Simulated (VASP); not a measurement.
Input of a VASP 6.6.1 run:

Contents of INCAR:

```
  PREC = Accurate
  ENCUT = 520
  EDIFF = 1E-6
  ISMEAR = -1
  SIGMA = 0.08
  LREAL = False
  LASPH = True
  NELM = 60
  ALGO = Normal
  ISIF = 2
  LWAVE = False
  LCHARG = True
  GGA = PE
  LELF = True
  LVHAR = True
  NBANDS = 28
```

The input KPOINTS:

```
Automatic mesh
0
Gamma
  10 10 3
```

Contents of POSCAR:

```
Ca
1.0
    3.2521831041      0.0000000000      0.0000000000
   -1.6260915520      2.8164731859      0.0000000000
    0.0000000000      0.0000000000     10.7167425496
Ca
4
Direct
    0.0000000000      0.0000000000      0.0000000000
    0.0000000000      0.0000000000      0.5000000000
    0.3333333333      0.6666666667      0.2500000000
    0.6666666667      0.3333333333      0.7500000000
```

Potentials or basis: VASP PAW PBE potentials, release 64 (Ca_sv).

Command:

```bash
$ cat potpaw_PBE.64/Ca_sv/POTCAR > POTCAR
$ mpirun -np 1 vasp_std > vasp.out
```

**Question.** What does it give for the band gap on the k mesh?

**Answer.** Zero (band 20 reaches 4.62 eV, above the bottom of band 21 at 4.58 eV).

**Question.** What does it give for the pressure?

**Answer.** 21.5 GPa.

Stress tensor (GPa, compression positive):
```
21.46  0.00  0.00
 0.00 21.46  0.00
 0.00  0.00 21.60
```
